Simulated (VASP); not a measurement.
A run of VASP 6.6.1 is set up as follows.

File INCAR:

```
ALGO = Normal
EDIFF = 1E-6
ENCUT = 520
GGA = PE
ISIF = 2
ISMEAR = -1
IVDW = 12
LASPH = True
LCHARG = False
LREAL = Auto
LWAVE = False
NBANDS = 56
NELM = 80
PREC = Accurate
SIGMA = 0.05
```

The input KPOINTS:

```
k-points
0
Gamma
  2 2 1
```

File POSCAR:

```
HC18Cl
1.0
    7.3980000000      0.0000000000      0.0000000000
   -3.6990000000      6.4068560000      0.0000000000
    0.0000000000      0.0000000000     13.0000000000
C Cl H
18 1 1
Direct
    0.0121239066     -0.0111130951      0.0757846154
    0.2311981630      0.0885925952      0.0726846154
    0.0118196085      0.3158803632      0.0739461538
    0.2325832613      0.4219386232      0.0917076923
   -0.0030558335      0.6564998495      0.0695538462
    0.2338520001      0.7710021889      0.0736384615
    0.3352028818     -0.0210243527      0.0786384615
    0.5660643194      0.0919015505      0.0867384615
    0.3499382494      0.3193141847      0.0867076923
    0.5678500401      0.4246700722      0.0863153846
    0.3329346471      0.6452150634      0.0846153846
    0.5604642479      0.7557216831      0.0905923077
    0.6690950114     -0.0212584769      0.0903153846
    0.9001947367      0.1019844991      0.0789307692
    0.6795735813      0.3136483792      0.0899153846
    0.8981213009      0.4319279222      0.0755846154
    0.6732127426      0.6453711462      0.0910076923
    0.8879591062      0.7596705779      0.0660692308
    0.9752896338      0.2671513142      0.3099461538
    0.9629936387      0.1475606756      0.2327692308
```

Potentials or basis: VASP PAW PBE potentials, release 64 (C, Cl, H).

Launch:

```sh
$ cat potpaw_PBE.64/C/POTCAR potpaw_PBE.64/Cl/POTCAR potpaw_PBE.64/H/POTCAR > POTCAR
$ mpirun -np 1 vasp_std > vasp.out
```

Task: What does it give for the largest force?

Result: 5.286 eV/Å.

Task: Estimate the dispersion energy per atom.

Result: -0.091 eV.

Task: What does it give for the band gap on the k mesh?

Result: 0.20 eV.

Forces on the atoms (eV/Å):
```
C   -0.782 -1.102 -0.994
C   -2.271  2.878  1.158
C   -1.100  1.561  0.956
C   -0.702  1.079 -2.106
C    4.239 -1.124 -0.239
C   -1.561 -5.048  0.160
C    3.350  2.295 -0.121
C   -1.310 -0.636  0.330
C   -1.365 -2.271 -0.254
C    0.067  0.799  1.060
C    1.965  1.399  0.710
C   -1.538 -0.407  0.025
C    1.537  0.888 -1.080
C   -0.147 -2.496  0.210
C   -0.095  0.654 -1.515
C    0.398 -0.534  0.369
C   -0.877  0.100 -1.646
C    0.216  1.965  2.214
Cl   0.142 -0.276  0.270
H   -0.167  0.275  0.493
```

Caveat: the k points lie up to 0.49 Å⁻¹ apart; the atoms stand as in a frame of molecular dynamics; there is no dipole correction, which matters where the two faces differ; semilocal functionals underestimate gaps, and a narrow one can read as zero.
